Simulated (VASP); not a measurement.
Input of a VASP 6.6.1 run:

The input INCAR:

```
  ALGO = Fast
  EDIFF = 1E-7
  EDIFFG = -0.01
  ENCUT = 600
  GGA = PE
  IBRION = 2
  ISIF = 4
  ISMEAR = 0
  IVDW = 12
  LASPH = T
  LCHARG = F
  LREAL = F
  LWAVE = F
  NELM = 80
  NSW = 50
  PREC = Accurate
  SIGMA = 0.1
```

File KPOINTS:

```
k-points
0
Gamma
  15 15 8
```

POSCAR

```
Pb
1.0
    3.4182270817      0.0000000000      0.0000000000
   -1.7091135409      2.9602714887      0.0000000000
    0.0000000000      0.0000000000      5.6352697501
Pb
2
Direct
    0.3333333333      0.6666666667      0.2500000000
    0.6666666667      0.3333333333      0.7500000000
```

Potentials or basis: VASP PAW PBE potentials, release 64 (Pb_d).

Run with:

```console
$ cat potpaw_PBE.64/Pb_d/POTCAR > POTCAR
$ mpirun -np 1 vasp_std > vasp.out
```

**Question.** Estimate the dispersion energy per atom.

**Answer.** -0.436 eV.

**Question.** What does it give for the band gap on the k mesh?

**Answer.** Zero (bands 14 and 15 overlap by 8.30 eV).

Stress tensor (GPa, compression positive):
```
3.27 0.00 0.00
0.00 3.27 0.00
0.00 0.00 3.35
```

Caveat: spin-orbit coupling is left out, which moves the levels of the heavy elements.
